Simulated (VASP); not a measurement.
# Ti (Im-3m) in VASP: further runs

The runs below take Ti through single point, with PBE.

All numbers are computed with VASP 6.6.1; they aren't measurements. Logs are shortened: lines on timing, memory, paths and dates and some standing lists are left out, and cuts for length are marked.

### Step 1. The cell of the first run

It takes space group Im-3m (No. 229, cubic). Conventional cell: a = 3.265 Å, b = 3.265 Å, c = 3.265 Å, α = 90.00°, β = 90.00°, γ = 90.00°. Within 3.7 Å of Ti (site symmetry m-3m) lie 14 Ti at 2.83 to 3.26 Å.

This isn't the form of Ti at room conditions, which is hcp.

### Step 2. Single point, PBE

The input, INCAR:

```
PREC = Accurate
ENCUT = 520
EDIFF = 1E-6
ISMEAR = -1
SIGMA = 0.05
LREAL = F
LASPH = T
NELM = 60
ALGO = Normal
ISIF = 2
LWAVE = F
LCHARG = F
GGA = PE
NBANDS = 12
```

The input, KPOINTS:

```
Automatic mesh
0
Gamma
  16 16 16
```

The input, POSCAR:

```
Ti
1.0
   -1.6323140561      1.6323140561      1.6323140561
    1.6323140561     -1.6323140561      1.6323140561
    1.6323140561      1.6323140561     -1.6323140561
Ti
1
Direct
    0.0000000000      0.0000000000      0.0000000000
```

Potentials or basis: VASP PAW PBE potentials, release 64 (Ti_sv).

On the command line:

```console
$ cat potpaw_PBE.64/Ti_sv/POTCAR > POTCAR
$ mpirun -np 1 vasp_std > vasp.out
```

OUTCAR:

```text
PREC = Accurate
   ENCUT = 520
   EDIFF = 1E-6
   ISMEAR = -1
   LREAL = F
   LASPH = T
   NELM = 60
   ISIF = 2
   GGA = PE

 ion  position               nearest neighbor table
   1  0.000  0.000  0.000-

  LATTYP: Found a body centered cubic cell.
 ALAT       =     3.2646281122

  Lattice vectors:

 A1 = (  -1.6323140561,   1.6323140561,   1.6323140561)
 A2 = (   1.6323140561,  -1.6323140561,   1.6323140561)
 A3 = (   1.6323140561,   1.6323140561,  -1.6323140561)

Analysis of symmetry for initial positions (statically):
=====================================================================
 Subroutine PRICEL returns:
 Original cell was already a primitive cell.

 Routine SETGRP: Setting up the symmetry group for a
 body centered cubic supercell.

 Subroutine GETGRP returns: Found 48 space group operations
 (whereof 48 operations were pure point group operations)
 out of a pool of 48 trial point group operations.

The static configuration has the point symmetry O_h .

Analysis of symmetry for dynamics (positions and initial velocities):
=====================================================================
 Subroutine PRICEL returns:
 Original cell was already a primitive cell.

 Routine SETGRP: Setting up the symmetry group for a
 body centered cubic supercell.

 Subroutine GETGRP returns: Found 48 space group operations
 (whereof 48 operations were pure point group operations)
 out of a pool of 48 trial point group operations.

The dynamic configuration has the point symmetry O_h .

 Subroutine INISYM returns: Found 48 space group operations
 (whereof 48 operations are pure point group operations),
 and found     1 'primitive' translations

----------------------------------------------------------------------------------------

                                     Primitive cell

  volume of cell :      17.3969

  direct lattice vectors                    reciprocal lattice vectors
    -1.632314056  1.632314056  1.632314056     0.000000000  0.306313603  0.306313603
     1.632314056 -1.632314056  1.632314056     0.306313603  0.000000000  0.306313603
     1.632314056  1.632314056 -1.632314056     0.306313603  0.306313603  0.000000000

  length of vectors
     2.827250879  2.827250879  2.827250879     0.433192852  0.433192852  0.433192852

  position of ions in fractional coordinates (direct lattice)
     0.000000000  0.000000000  0.000000000

  ion indices of the primitive-cell ions
   primitive index   ion index
                 1           1

----------------------------------------------------------------------------------------

 KPOINTS: Automatic mesh

Automatic generation of k-mesh.
 Grid dimensions read from file:
 generate k-points for:   16   16   16

 Generating k-lattice:

  Cartesian coordinates                     Fractional coordinates (reciprocal lattice)
     0.000000000  0.019144600  0.019144600     0.062500000  0.000000000  0.000000000
     0.019144600  0.000000000  0.019144600     0.000000000  0.062500000  0.000000000
     0.019144600  0.019144600  0.000000000     0.000000000  0.000000000  0.062500000

  Length of vectors
     0.027074553  0.027074553  0.027074553

  Shift w.r.t. Gamma in fractional coordinates (k-lattice)
     0.000000000  0.000000000  0.000000000

 Subroutine IBZKPT returns following result:
 ===========================================

 Found    145 irreducible k-points:

 Following reciprocal coordinates:
            Coordinates               Weight
  0.000000  0.000000  0.000000      1.000000
  0.062500  0.000000  0.000000     12.000000
  0.125000  0.000000  0.000000     12.000000
  0.187500  0.000000  0.000000     12.000000
  0.250000  0.000000  0.000000     12.000000
  0.312500  0.000000  0.000000     12.000000
[... 16 lines left out ...]
  0.187500  0.187500  0.000000     24.000000
  0.250000  0.187500 -0.000000     48.000000
 [... further k-points ...]
   k-points           NKPTS =    145   k-points in BZ     NKDIM =    145   number of bands    NBANDS=     12
   number of dos      NEDOS =    301   number of ions     NIONS =      1
   total plane-waves  NPLWV =  13824
   dimension x,y,z NGX =    24 NGY =   24 NGZ =   24
   dimension x,y,z NGXF=    48 NGYF=   48 NGZF=   48
   ions per type =               1
   NGX,Y,Z   is equivalent  to a cutoff of  14.11, 14.11, 14.11 a.u.
   NGXF,Y,Z  is equivalent  to a cutoff of  28.22, 28.22, 28.22 a.u.
 SYSTEM =  unknown system
   PREC   = accura    normal or accurate (medium, high low for compatibility)
   ISTART =      0    job   : 0-new  1-cont  2-samecut
   ICHARG =      2    charge: 1-file 2-atom 10-const
   ISPIN  =      1    spin polarized calculation?
   LNONCOLLINEAR =      F non collinear calculations
   LSORBIT =      F    spin-orbit coupling
   LASPH  =      T    aspherical Exc in radial PAW
   ENCUT  =  520.0 eV  38.22 Ry    6.18 a.u.   5.26  5.26  5.26*2*pi/ulx,y,z
   NELM   =     60;   NELMIN=  2; NELMDL= -5     # of ELM steps
   EDIFF  = 0.1E-05   stopping-criterion for ELM
   LREAL  =      F    real-space projection
   EDIFFG = 0.1E-04   stopping-criterion for IOM
   NSW    =      0    number of steps for IOM
   IBRION =     -1    ionic relax: 0-MD 1-quasi-New 2-CG
   NFREE  =      0    steps in history (QN), initial steepest desc. (CG)
   ISIF   =      2    stress and relaxation
   ISYM   =      2    0-nonsym 1-usesym 2-fastsym
   POTIM  = 0.5000    time-step for ionic-motion
   TEBEG  =    0.0;   TEEND  =   0.0 temperature during run
   PSTRESS=    0.0 pullay stress
   NELECT =      12.0000    total number of electrons
   NUPDOWN=      -1.0000    fix difference up-down
   EMIN   =  10.00;   EMAX   =-10.00  energy-range for DOS
   EFERMI =   0.00;   METHOD = LEGACY
   ISMEAR =    -1;   SIGMA  =   0.05  broadening in eV -4-tet -1-fermi 0-gaus
   EFERMI_NEDOS =   21; number of points for ismear=-14 and -15
   IALGO  =     38    algorithm
   IMIX   =      4    mixing-type and parameters
     AMIX     =   0.40;   BMIX     =  1.00
     AMIX_MAG =   1.60;   BMIX_MAG =  1.00
  volume/ion in A,a.u.               =      17.40       117.40
  Fermi-wavevector in a.u.,A,eV,Ry     =   1.446477  2.733445 28.467411  2.092296
  Thomas-Fermi vector in A             =   2.564541
   LORBIT       =      0    0 simple, 1 ext, 2 COOP (PROOUT), +10 PAW based schemes
   GGA     = PE    functional components
   LHFCALC =     F    Hartree Fock is set to
   AEXX    =    0.0000 exact exchange contribution
   IVDW    =     0    specifies the selected vdW correction
   LEPSILON=     F    determine dielectric tensor
   LRPA    =     F    only Hartree local field effects (RPA)
 non-spin polarized calculation
  energy-cutoff  :      520.00
  volume of cell :       17.40
 maximum number of plane-waves:       484
 NGX is ok and might be reduce to    24
   NGX = 11   NGY = 11   NGZ = 11

 number of electron      11.9999998 magnetization

 Free energy of the ion-electron system (eV)
  ---------------------------------------------------
  ext. energy  EPLUGINS =         0.00000000
  ---------------------------------------------------
  free energy    TOTEN  =        -7.73382362 eV

  energy without entropy =       -7.71558104  energy(sigma->0) =       -7.72470233

 E-fermi :   8.0721     XC(G=0): -11.4857

 val. band max:        8.0619673389   @ k =   0.3125   0.0000   0.0000
 cond. band min:       8.0787739800   @ k =   0.3125   0.1250   0.1250
 fundamental gap:      0.0168066411
 Fermi energy:         8.0721113852

 k-point     1 :       0.0000    0.0000    0.0000
  band No.  band energies     occupation
      1     -48.4626      2.00000
      2     -24.3211      2.00000
      3     -24.3211      2.00000
      4     -24.3211      2.00000
      5       2.1188      2.00000
      6       9.0580      0.00000
      7       9.0580      0.00000
      8       9.0580      0.00000
      9      10.8114      0.00000
     10      10.8114      0.00000
     11      25.4686      0.00000
     12      25.4686      0.00000

 k-point     2 :       0.0625    0.0000    0.0000
  band No.  band energies     occupation
      1     -48.4577      2.00000
      2     -24.3476      2.00000
      3     -24.3293      2.00000
      4     -24.3213      2.00000
      5       2.2525      2.00000
      6       8.9970      0.00000
      7       9.0412      0.00000
      8       9.1549      0.00000
      9      10.7400      0.00000
     10      10.8151      0.00000
     11      25.2585      0.00000
     12      25.4544      0.00000

 k-point     3 :       0.1250    0.0000    0.0000
  band No.  band energies     occupation
      1     -48.4437      2.00000
      2     -24.4227      2.00000
      3     -24.3525      2.00000
      4     -24.3218      2.00000
      5       2.6418      2.00000
      6       8.8277      0.00000
      7       8.9631      0.00000
      8       9.4385      0.00000
      9      10.5892      0.00000
     10      10.8290      0.00000
     11      24.5844      0.00000
     12      25.2759      0.00000
[... 286 lines left out ...]
 k-point    23 :       0.1875    0.1875    0.0000
  band No.  band energies     occupation
      1     -48.3670      2.00000
      2     -24.7750      2.00000
      3     -24.4778      2.00000
      4     -24.3685      2.00000
      5       5.0548      2.00000
      6       7.9420      1.86202
      7       8.1877      0.18028
      8      10.3892      0.00000
      9      11.1283      0.00000
     10      11.5143      0.00000
     11      21.1162      0.00000
     12      21.3178      0.00000

 k-point    24 :       0.2500    0.1875   -0.0000
  band No.  band energies     occupation
      1     -48.3474      2.00000
      2     -24.8425      2.00000
      3     -24.5328      2.00000
      4     -24.3771      2.00000
      5       5.7375      2.00000
      6       7.7121      1.99851
      7       8.0963      0.76257
      8      10.5055      0.00000
      9      11.1891      0.00000
     10      12.2658      0.00000
     11      19.4961      0.00000
     12      20.5339      0.00000

 [... further k-points ...]

------------------------ aborting loop because EDIFF is reached ----------------------------------------

  FORCE on cell =-STRESS in cart. coord.  units (eV):
  Direction    XX          YY          ZZ          XY          YZ          ZX
  --------------------------------------------------------------------------------------
  -------------------------------------------------------------------------------------
  Total       -0.1248555     -0.1248555     -0.1248555     -0.0000000      0.0000000     -0.0000000
  in kB      -11.4986538    -11.4986538    -11.4986538     -0.0000000      0.0000000     -0.0000000
  external PRESSURE =     -11.4986538 kB  Pullay stress =       0.0000000 kB

 VOLUME and BASIS-vectors are now :
 -----------------------------------------------------------------------------
  energy-cutoff  :      520.00
  volume of cell :       17.40
      direct lattice vectors                 reciprocal lattice vectors
    -1.632314056  1.632314056  1.632314056     0.000000000  0.306313603  0.306313603
     1.632314056 -1.632314056  1.632314056     0.306313603  0.000000000  0.306313603
     1.632314056  1.632314056 -1.632314056     0.306313603  0.306313603  0.000000000

 POSITION                                       TOTAL-FORCE (eV/Angst)
 -----------------------------------------------------------------------------------
      0.00000      0.00000      0.00000         0.000000     -0.000000      0.000000
 -----------------------------------------------------------------------------------
    total drift:                                0.000000      0.000000     -0.000000

  FREE ENERGIE OF THE ION-ELECTRON SYSTEM (eV)
  ---------------------------------------------------
  free  energy   TOTEN  =        -7.7338236189 eV

  energy  without entropy=       -7.7155810378  energy(sigma->0) =       -7.72470233
```

Run time: 44 s. Hardware: 1 thread of Intel Xeon 8259CL, shared host; peak memory 0.16 GiB.

Results:

```yaml
Free_energy: -7.7338 eV
Pressure: -1.1 GPa
Band_gap_on_the_k_mesh: zero (bands 6 and 7 overlap by 1.62 eV)
```

### Step 3. Single point, PBE

The input, INCAR:

```
SYSTEM = Ti
ALGO = Normal
EDIFF = 1E-6
ENCUT = 520
GGA = PE
ISIF = 2
ISMEAR = -1
LASPH = .True.
LCHARG = .False.
LREAL = .False.
LWAVE = .False.
NBANDS = 12
NELM = 80
PREC = Accurate
SIGMA = 0.05
```

The input, KPOINTS:

```
k-points
0
Gamma
  16 16 16
  0 0 0
```

POSCAR is that of step 2.

Potentials or basis: VASP PAW PBE potentials, release 64 (Ti_sv).

On the command line:

```console
$ cat potpaw_PBE.64/Ti_sv/POTCAR > POTCAR
$ mpirun -np 1 vasp_std > vasp.out
```

Run time: 40 s. Hardware: 1 thread of Intel Xeon 8259CL, shared host; peak memory 0.16 GiB.

It converged, with:

```yaml
Free_energy: -7.7338 eV
Pressure: -1.1 GPa
Band_gap_on_the_k_mesh: zero (bands 6 and 7 overlap by 1.62 eV)
```

Levels at points of the mesh, in eV from the Fermi level:
| k point | band 4 | band 5 | band 6 | band 7 | band 8 | band 9 |
| --- | --- | --- | --- | --- | --- | --- |
| (0.00, 0.00, 0.00) | -32.39 | -5.95 | 0.99 | 0.99 | 0.99 | 2.74 |
| (0.50, 0.00, 0.00) | -32.40 | -2.45 | -0.39 | 1.13 | 2.73 | 3.08 |
| (0.50, 0.50, 0.50) | -32.85 | -2.10 | -2.10 | 3.91 | 3.91 | 3.91 |
